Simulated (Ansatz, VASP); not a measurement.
TiO2: VASP beside Ansatz

File POSCAR:

```
TiO2
1.0
    4.5968534940      0.0000000000      0.0000000000
    0.0000000000      4.5968534940      0.0000000000
    0.0000000000      0.0000000000      3.0420960046
Ti O
2 4
Direct
    0.0000000000      0.0000000000      0.0000000000
    0.5000000000      0.5000000000      0.5000000000
    0.3055424113      0.3055424113      0.0000000000
    0.1944575887      0.8055424113      0.5000000000
    0.8055424113      0.1944575887      0.5000000000
    0.6944575887      0.6944575887      0.0000000000
```

File INCAR.step1:

```
SYSTEM = TiO2
PREC     = Accurate       ! precision mode
ENCUT    = 520            ! plane-wave cutoff, eV
ISMEAR   = 0              ! smearing method
SIGMA    = 0.01           ! smearing width, eV
LREAL    = .FALSE.        ! projectors in reciprocal space
LASPH    = .TRUE.         ! aspherical terms in the spheres
NELM     = 60             ! most SCF steps
NBANDS   = 33             ! bands
GGA      = PE             ! functional
ALGO     = Normal         ! electronic algorithm
EDIFF    = 1E-4           ! SCF threshold, eV
LWAVE    = .TRUE.         ! write WAVECAR
LCHARG   = .FALSE.        ! write CHGCAR
```

The input INCAR.step2:

```
SYSTEM = TiO2
PREC     = Accurate       ! precision mode
ENCUT    = 520            ! plane-wave cutoff, eV
EDIFF    = 1E-7           ! SCF threshold, eV
ISMEAR   = 0              ! smearing method
SIGMA    = 0.01           ! smearing width, eV
LREAL    = .FALSE.        ! projectors in reciprocal space
LASPH    = .TRUE.         ! aspherical terms in the spheres
NELM     = 60             ! most SCF steps
ALGO     = Normal         ! electronic algorithm
ISIF     = 2              ! what is computed and relaxed
LWAVE    = .FALSE.        ! write WAVECAR
LCHARG   = .TRUE.         ! write CHGCAR
METAGGA  = R2SCAN         ! meta-GGA
LMIXTAU  = .TRUE.       
LELF     = .TRUE.         ! ELF
LVHAR    = .TRUE.       
NBANDS   = 33             ! bands
ISTART   = 1
```

File KPOINTS:

```
Automatic mesh
0
G
  6 6 8
  0 0 0
```

Input for Ansatz:

```yaml
crystal:
  lattice:
    - [4.596853494, 0.0, 0.0]
    - [0.0, 4.596853494, 0.0]
    - [0.0, 0.0, 3.0420960046]
  atoms:
    - { symbol: Ti, position: [0.0, 0.0, 0.0] }
    - { symbol: Ti, position: [0.5, 0.5, 0.5] }
    - { symbol: O, position: [0.3055424113, 0.3055424113, 0.0] }
    - { symbol: O, position: [0.1944575887, 0.8055424113, 0.5] }
    - { symbol: O, position: [0.8055424113, 0.1944575887, 0.5] }
    - { symbol: O, position: [0.6944575887, 0.6944575887, 0.0] }
kpoints:
  mp_grid: { grid: [6, 6, 8] }
  band_path:
    path:
      - [0.0, 0.0, 0.0]
      - [0.0, 0.5, 0.0]
      - [0.5, 0.5, 0.0]
      - [0.0, 0.0, 0.5]
      - [0.0, 0.5, 0.5]
      - [0.5, 0.5, 0.5]
    npoints: 1
hamiltonian:
  xc: r2scan
scf:
  occupations: { method: fixed }
  n_extra_bands: 5
output:
  forces: true
  stress: true
  eigenvalues: true
```

Change from the starting cell: uniaxial_z strain +3.0%.

Alike in both runs: task single point; functional r2SCAN; k mesh 6 × 6 × 8; no spin polarisation.

|  | VASP | Ansatz |
| --- | --- | --- |
| version | VASP 6.6.1 | Ansatz 0.2.0 |
| potentials or method | VASP PAW PBE potentials, release 64 (Ti_sv, O) | plane waves, PAW |
| plane-wave cutoff (eV) | 520 | 500 |
| occupations | gaussian, width 0.01 eV | fixed |
| valence electrons in the cell | 48 | 48 |

VASP gave:

```
gap on the k mesh at the Fermi level (eV)                     : 2.14
pressure (GPa)                                                : -6.7
traceless stress, the component that is largest in VASP (GPa) : -5.86
rms of the force components (eV/Å)                            : 0.010
```

Task: Estimate Ansatz's values.

Result: gap on the k mesh at the Fermi level (eV): 2.13; pressure (GPa): -7.8; traceless stress, the component that is largest in VASP (GPa): -6.26; rms of the force components (eV/Å): 0.000.

VASP's potentials were made for PBE, not for r2SCAN. Atom by atom the forces differ by 0.010 eV/Å (rms over components).
